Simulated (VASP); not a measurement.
# Ti (P4/nmm) in VASP: a series of runs

Ti is run at these levels: PBEsol; tasks: single point.

All numbers are computed with VASP 6.6.1; they aren't measurements. Logs are shortened: lines on timing, memory, paths and dates and some standing lists are left out, and cuts for length are marked.

## Step 1: The cell of the first run

The structure is tetragonal, space group P4/nmm (No. 129). Conventional cell: a = 3.210 Å, b = 3.210 Å, c = 3.210 Å, α = 90.00°, β = 90.00°, γ = 90.00°. Within 3.5 Å of Ti (site symmetry 4mm) lie 14 Ti at 2.64 to 3.21 Å.

## Step 2: Single point, PBEsol (atoms displaced along a vibrational mode)

INCAR

```
SYSTEM = Ti
  PREC = Accurate
  ENCUT = 520
  EDIFF = 1E-6
  ISMEAR = 0
  SIGMA = 0.15
  LREAL = .False.
  LASPH = .True.
  NELM = 60
  ALGO = Fast
  ISIF = 2
  LWAVE = .False.
  LCHARG = .True.
  GGA = PS
  LELF = .True.
  LVHAR = .True.
  NBANDS = 19
```

KPOINTS

```
Automatic mesh
0
Gamma
  18 18 18
  0 0 0
```

POSCAR

```
Ti
1.0
    0.0000000000     -3.2102321259      0.0000000000
   -3.2102321259      0.0000000000      0.0000000000
    0.0000000000      0.0000000000     -3.2102321259
Ti
2
Direct
    0.5000000000      0.5000000000      0.4610620058
    0.0000000000      0.0000000000      0.0389379942
```

Potentials or basis: VASP PAW PBE potentials, release 64 (Ti_sv).

Launch:

```console
> cat potpaw_PBE.64/Ti_sv/POTCAR > POTCAR
> mpirun -np 1 vasp_std > vasp.out
```

OUTCAR:

```text
SYSTEM = Ti
   PREC = Accurate
   ENCUT = 520
   EDIFF = 1E-6
   ISMEAR = 0
   LREAL = .False.
   LASPH = .True.
   NELM = 60
   ISIF = 2
   GGA = PS

 ion  position               nearest neighbor table
   1  0.500  0.500  0.461-   2 2.64   2 2.64   2 2.64   2 2.64
   2  0.000  0.000  0.039-   1 2.64   1 2.64   1 2.64   1 2.64

  LATTYP: Found a simple cubic cell.
 ALAT       =     3.2102321259

  Lattice vectors:

 A1 = (   0.0000000000,  -3.2102321259,   0.0000000000)
 A2 = (  -3.2102321259,   0.0000000000,   0.0000000000)
 A3 = (   0.0000000000,   0.0000000000,  -3.2102321259)

Analysis of symmetry for initial positions (statically):
=====================================================================
 Subroutine PRICEL returns:
 Original cell was already a primitive cell.

 Routine SETGRP: Setting up the symmetry group for a
 simple cubic supercell.

 Subroutine GETGRP returns: Found 16 space group operations
 (whereof  8 operations were pure point group operations)
 out of a pool of 48 trial point group operations.

The static configuration has the point symmetry C_4v.
 The point group associated with its full space group is D_4h.

Analysis of symmetry for dynamics (positions and initial velocities):
=====================================================================
 Subroutine PRICEL returns:
 Original cell was already a primitive cell.

 Routine SETGRP: Setting up the symmetry group for a
 simple cubic supercell.

 Subroutine GETGRP returns: Found 16 space group operations
 (whereof  8 operations were pure point group operations)
 out of a pool of 48 trial point group operations.

The dynamic configuration has the point symmetry C_4v.
 The point group associated with its full space group is D_4h.

 Subroutine INISYM returns: Found 16 space group operations
 (whereof  8 operations are pure point group operations),
 and found     1 'primitive' translations

----------------------------------------------------------------------------------------

                                     Primitive cell

  volume of cell :      33.0833

  direct lattice vectors                    reciprocal lattice vectors
     0.000000000 -3.210232126  0.000000000     0.000000000 -0.311503954  0.000000000
    -3.210232126  0.000000000  0.000000000    -0.311503954  0.000000000  0.000000000
     0.000000000  0.000000000 -3.210232126     0.000000000  0.000000000 -0.311503954

  length of vectors
     3.210232126  3.210232126  3.210232126     0.311503954  0.311503954  0.311503954

  position of ions in fractional coordinates (direct lattice)
     0.500000000  0.500000000  0.461062006
     0.000000000  0.000000000  0.038937994

  ion indices of the primitive-cell ions
   primitive index   ion index
                 1           1
                 2           2

----------------------------------------------------------------------------------------

 KPOINTS: Automatic mesh

Automatic generation of k-mesh.
 Grid dimensions read from file:
 generate k-points for:   18   18   18

 Generating k-lattice:

  Cartesian coordinates                     Fractional coordinates (reciprocal lattice)
     0.000000000 -0.017305775  0.000000000     0.055555556  0.000000000  0.000000000
    -0.017305775  0.000000000  0.000000000     0.000000000  0.055555556  0.000000000
     0.000000000  0.000000000 -0.017305775     0.000000000  0.000000000  0.055555556

  Length of vectors
     0.017305775  0.017305775  0.017305775

  Shift w.r.t. Gamma in fractional coordinates (k-lattice)
     0.000000000  0.000000000  0.000000000

 Subroutine IBZKPT returns following result:
 ===========================================

 Found    550 irreducible k-points:

 Following reciprocal coordinates:
            Coordinates               Weight
  0.000000  0.000000  0.000000      1.000000
  0.055556  0.000000  0.000000      4.000000
  0.000000  0.000000  0.055556      2.000000
  0.111111  0.000000  0.000000      4.000000
  0.000000  0.000000  0.111111      2.000000
  0.166667  0.000000  0.000000      4.000000
[... 16 lines left out ...]
  0.000000  0.111111  0.055556      8.000000
  0.055556  0.000000  0.111111      8.000000
 [... further k-points ...]
   k-points           NKPTS =    550   k-points in BZ     NKDIM =    550   number of bands    NBANDS=     19
   number of dos      NEDOS =    301   number of ions     NIONS =      2
   total plane-waves  NPLWV =  13824
   dimension x,y,z NGX =    24 NGY =   24 NGZ =   24
   dimension x,y,z NGXF=    48 NGYF=   48 NGZF=   48
   ions per type =               2
   NGX,Y,Z   is equivalent  to a cutoff of  12.43, 12.43, 12.43 a.u.
   NGXF,Y,Z  is equivalent  to a cutoff of  24.86, 24.86, 24.86 a.u.
 SYSTEM =  Ti
   PREC   = accura    normal or accurate (medium, high low for compatibility)
   ISTART =      0    job   : 0-new  1-cont  2-samecut
   ICHARG =      2    charge: 1-file 2-atom 10-const
   ISPIN  =      1    spin polarized calculation?
   LNONCOLLINEAR =      F non collinear calculations
   LSORBIT =      F    spin-orbit coupling
   LASPH  =      T    aspherical Exc in radial PAW
   ENCUT  =  520.0 eV  38.22 Ry    6.18 a.u.   5.97  5.97  5.97*2*pi/ulx,y,z
   NELM   =     60;   NELMIN=  2; NELMDL= -5     # of ELM steps
   EDIFF  = 0.1E-05   stopping-criterion for ELM
   LREAL  =      F    real-space projection
   EDIFFG = 0.1E-04   stopping-criterion for IOM
   NSW    =      0    number of steps for IOM
   IBRION =     -1    ionic relax: 0-MD 1-quasi-New 2-CG
   NFREE  =      0    steps in history (QN), initial steepest desc. (CG)
   ISIF   =      2    stress and relaxation
   ISYM   =      2    0-nonsym 1-usesym 2-fastsym
   POTIM  = 0.5000    time-step for ionic-motion
   TEBEG  =    0.0;   TEEND  =   0.0 temperature during run
   PSTRESS=    0.0 pullay stress
   NELECT =      24.0000    total number of electrons
   NUPDOWN=      -1.0000    fix difference up-down
   EMIN   =  10.00;   EMAX   =-10.00  energy-range for DOS
   EFERMI =   0.00;   METHOD = LEGACY
   ISMEAR =     0;   SIGMA  =   0.15  broadening in eV -4-tet -1-fermi 0-gaus
   EFERMI_NEDOS =   21; number of points for ismear=-14 and -15
   IALGO  =     68    algorithm
   IMIX   =      4    mixing-type and parameters
     AMIX     =   0.40;   BMIX     =  1.00
     AMIX_MAG =   1.60;   BMIX_MAG =  1.00
  volume/ion in A,a.u.               =      16.54       111.63
  Fermi-wavevector in a.u.,A,eV,Ry     =   1.470987  2.779762 29.440320  2.163802
  Thomas-Fermi vector in A             =   2.586177
   LORBIT       =      0    0 simple, 1 ext, 2 COOP (PROOUT), +10 PAW based schemes
   GGA     = PS    functional components
   LHFCALC =     F    Hartree Fock is set to
   AEXX    =    0.0000 exact exchange contribution
   IVDW    =     0    specifies the selected vdW correction
   LEPSILON=     F    determine dielectric tensor
   LRPA    =     F    only Hartree local field effects (RPA)
 non-spin polarized calculation
 RMM-DIIS sequential band-by-band and
 Gauss-broadening in eV      SIGMA  =   0.15
  energy-cutoff  :      520.00
  volume of cell :       33.08
 maximum number of plane-waves:       912
 NGX is ok and might be reduce to    24
   NGX = 11   NGY = 11   NGZ = 11

 number of electron      23.9999994 magnetization

 Free energy of the ion-electron system (eV)
  ---------------------------------------------------
  ext. energy  EPLUGINS =         0.00000000
  ---------------------------------------------------
  free energy    TOTEN  =       -16.34499875 eV

  energy without entropy =      -16.29783083  energy(sigma->0) =      -16.32141479

 E-fermi :   8.4449     XC(G=0): -11.8481

 val. band max:        8.4420751015   @ k =   0.2222   0.4444   0.2778
 cond. band min:       8.4465252071   @ k =   0.3889   0.3889   0.0556
 fundamental gap:      0.0044501055
 Fermi energy:         8.4449343935

 k-point     1 :       0.0000    0.0000    0.0000
  band No.  band energies     occupation
      1     -47.7348      2.00000
      2     -47.4192      2.00000
      3     -24.1945      2.00000
      4     -24.1945      2.00000
      5     -24.1309      2.00000
      6     -23.6292      2.00000
[... 11 lines left out ...]
     18      12.4744      0.00000
     19      12.8057      0.00000

 k-point     2 :       0.0556    0.0000    0.0000
  band No.  band energies     occupation
      1     -47.7321      2.00000
      2     -47.4212      2.00000
      3     -24.1956      2.00000
      4     -24.1895      2.00000
      5     -24.1282      2.00000
      6     -23.6313      2.00000
[... 11 lines left out ...]
     18      12.4591      0.00000
     19      12.6943      0.00000

 k-point     3 :       0.0000    0.0000    0.0556
  band No.  band energies     occupation
      1     -47.7328      2.00000
      2     -47.4206      2.00000
      3     -24.1908      2.00000
      4     -24.1908      2.00000
      5     -24.1317      2.00000
      6     -23.6377      2.00000
[... 11 lines left out ...]
     18      12.3707      0.00000
     19      12.7812      0.00000

 k-point     4 :       0.1111    0.0000    0.0000
  band No.  band energies     occupation
      1     -47.7240      2.00000
      2     -47.4273      2.00000
      3     -24.1986      2.00000
      4     -24.1748      2.00000
      5     -24.1203      2.00000
      6     -23.6377      2.00000
[... 407 lines left out ...]
     18      12.3034      0.00000
     19      12.4955      0.00000

 k-point    23 :       0.0000    0.1111    0.0556
  band No.  band energies     occupation
      1     -47.7220      2.00000
      2     -47.4286      2.00000
      3     -24.2007      2.00000
      4     -24.1714      2.00000
      5     -24.1161      2.00000
      6     -23.6552      2.00000
[... 11 lines left out ...]
     18      12.2645      0.00000
     19      12.6188      0.00000

 k-point    24 :       0.0556    0.0000    0.1111
  band No.  band energies     occupation
      1     -47.7240      2.00000
      2     -47.4265      2.00000
      3     -24.1892      2.00000
      4     -24.1753      2.00000
      5     -24.1237      2.00000
      6     -23.6703      2.00000
[... 11 lines left out ...]
     18      12.0882      0.00000
     19      12.7222      0.00000

 [... further k-points ...]

------------------------ aborting loop because EDIFF is reached ----------------------------------------

  FORCE on cell =-STRESS in cart. coord.  units (eV):
  Direction    XX          YY          ZZ          XY          YZ          ZX
  --------------------------------------------------------------------------------------
  -------------------------------------------------------------------------------------
  Total        0.3988361      0.3988361      0.0399730      0.0000000      0.0000000      0.0000000
  in kB       19.3150449     19.3150449      1.9358325      0.0000000      0.0000000      0.0000000
  external PRESSURE =      13.5219741 kB  Pullay stress =       0.0000000 kB

 VOLUME and BASIS-vectors are now :
 -----------------------------------------------------------------------------
  energy-cutoff  :      520.00
  volume of cell :       33.08
      direct lattice vectors                 reciprocal lattice vectors
     0.000000000 -3.210232126  0.000000000     0.000000000 -0.311503954  0.000000000
    -3.210232126  0.000000000  0.000000000    -0.311503954  0.000000000  0.000000000
     0.000000000  0.000000000 -3.210232126     0.000000000  0.000000000 -0.311503954

 POSITION                                       TOTAL-FORCE (eV/Angst)
 -----------------------------------------------------------------------------------
     -1.60512     -1.60512     -1.48012        -0.000000      0.000000     -1.247882
      0.00000      0.00000     -0.12500         0.000000     -0.000000      1.247882
 -----------------------------------------------------------------------------------
    total drift:                               -0.000000     -0.000000      0.000000

  FREE ENERGIE OF THE ION-ELECTRON SYSTEM (eV)
  ---------------------------------------------------
  free  energy   TOTEN  =       -16.3449987483 eV

  energy  without entropy=      -16.2978308283  energy(sigma->0) =      -16.32141479
```

Wall time 7.1 min (1 thread of Intel Xeon Platinum 8488C (Sapphire Rapids), shared host); peak memory 0.37 GiB.

What came out:

```yaml
Free_energy: -16.3450 eV
Pressure: 1.4 GPa
Largest_force: 1.248 eV/Å
Band_gap_on_the_k_mesh: zero (bands 12 and 13 overlap by 1.61 eV)
```

Forces in eV/Å, atoms in the order of the input:
```
Ti   0.000  0.000 -1.248
Ti   0.000  0.000  1.248
```

Stress tensor (GPa, compression positive):
```
1.93 0.00 0.00
0.00 1.93 0.00
0.00 0.00 0.19
```

Caveat: the cell differs from its parent crystal (atoms displaced along a vibrational mode); the PAW data sets were made with another functional, which shifts forces and pressure a little.

(Part 1 of 2 ends here.)
